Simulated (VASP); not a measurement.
Write the native input for VASP 6.6.1 that does the following.

```yaml
Task: single point
Functional: r2SCAN
Potentials_or_basis: VASP PAW PBE potentials, release 64 (Tc_pv)
Cutoff: 520 eV
k_mesh: 18 × 18 × 10
Occupations: gaussian, width 0.05 eV
Spin: no spin polarisation
Dipole_correction: no
Further_INCAR_settings: ALGO = Normal; EDIFF = 1e-06; NBANDS = 20
```

Crystal: Tc.

```xyz
2
Lattice="2.7489 0.0000 0.0000 -1.3745 2.3807 0.0000 0.0000 0.0000 4.4009" Properties=species:S:1:pos:R:3 pbc="T T T"
Tc    0.0000    1.5871    3.3007
Tc    1.3745    0.7936    1.1002
```

These files were run (other wordings do the same):

POSCAR

```
Tc
1.0
    2.7489428435      0.0000000000      0.0000000000
   -1.3744714217      2.3806543360      0.0000000000
    0.0000000000      0.0000000000      4.4009109600
Tc
2
Direct
    0.3333333333      0.6666666667      0.7500000000
    0.6666666667      0.3333333333      0.2500000000
```

INCAR.step1

```
PREC = Accurate ; ENCUT = 520
ISMEAR = 0 ; SIGMA = 0.05
LREAL = False ; LASPH = True
NELM = 60 ; NBANDS = 20
GGA = PE ; ALGO = Normal
EDIFF = 1E-4 ; LWAVE = True
LCHARG = False
```

INCAR.step2

```
PREC = Accurate ; ENCUT = 520
EDIFF = 1E-6 ; ISMEAR = 0
SIGMA = 0.05 ; LREAL = False
LASPH = True ; NELM = 60
ALGO = Normal ; ISIF = 2
LWAVE = False ; LCHARG = False
METAGGA = R2SCAN ; LMIXTAU = True
NBANDS = 20 ; ISTART = 1
```

KPOINTS

```
regular mesh
0
Gamma
  18 18 10
```

Potentials or basis: VASP PAW PBE potentials, release 64 (Tc_pv).

Launch:

```console
$ cat potpaw_PBE.64/Tc_pv/POTCAR > POTCAR
$ cp INCAR.step1 INCAR
$ mpirun -np 1 vasp_std > vasp.out
$ cp INCAR.step2 INCAR
$ mpirun -np 1 vasp_std > vasp.out
```

It gave:

The pressure is -4.0 GPa and the band gap on the k mesh is zero (bands 13 and 14 overlap by 3.52 eV).

Caveat: the cell stands under tension; the PAW data sets were made with another functional, which shifts forces and pressure a little.

Run time: 6.4 min on 1 thread of AMD EPYC 9755 128-Core Processor, with other jobs on the host, peak memory 0.19 GiB.
